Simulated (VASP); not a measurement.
Set up this calculation in VASP 6.6.1, as the native input.

- Task: single point
- Functional: PBEsol
- Potentials or basis: VASP PAW PBE potentials, release 64 (Si, C)
- Cutoff: 600 eV
- k mesh: 9 × 9 × 9
- Occupations: fermi-dirac, width 0.05 eV
- Spin: no spin polarisation
- Dipole correction: no
- Further INCAR settings: ALGO = Normal; EDIFF = 1e-06; NBANDS = 11

The structure of SiC (Moissanite 3C) lies in POSCAR:

```
SiC
1.0
    0.0000000000      2.1790000000      2.1354200000
    2.1790000000      0.0000000000      2.1354200000
    2.1790000000      2.1790000000      0.0000000000
Si C
1 1
Direct
    0.0000000000      0.0000000000      0.0000000000
    0.7500000000      0.7500000000      0.7500000000
```

These files were run (other wordings do the same):

INCAR

```
SYSTEM = SiC
PREC = Accurate ; ENCUT = 600
EDIFF = 1E-6 ; ISMEAR = -1
SIGMA = 0.05 ; LREAL = .False.
LASPH = .True. ; NELM = 120
ALGO = Normal ; ISIF = 2
LWAVE = .False. ; LCHARG = .False.
GGA = PS ; NBANDS = 11
GGA_COMPAT = .False.
```

KPOINTS

```
Automatic mesh
0
Gamma
  9 9 9
  0 0 0
```

Potentials or basis: VASP PAW PBE potentials, release 64 (Si, C).

Launch:

```console
$ cat potpaw_PBE.64/Si/POTCAR potpaw_PBE.64/C/POTCAR > POTCAR
$ mpirun -np 1 vasp_std > vasp.out
```

It gave:

* Pressure: 4.7 GPa
* Band gap on the k mesh: 1.16 eV, indirect (least direct gap 4.52 eV)

Caveat: the PAW data sets were made with another functional, which shifts forces and pressure a little.

Wall time 9 s on 1 thread of Intel(R) Xeon(R) Platinum 8488C (Sapphire Rapids), on a shared host, peak memory 0.14 GiB.
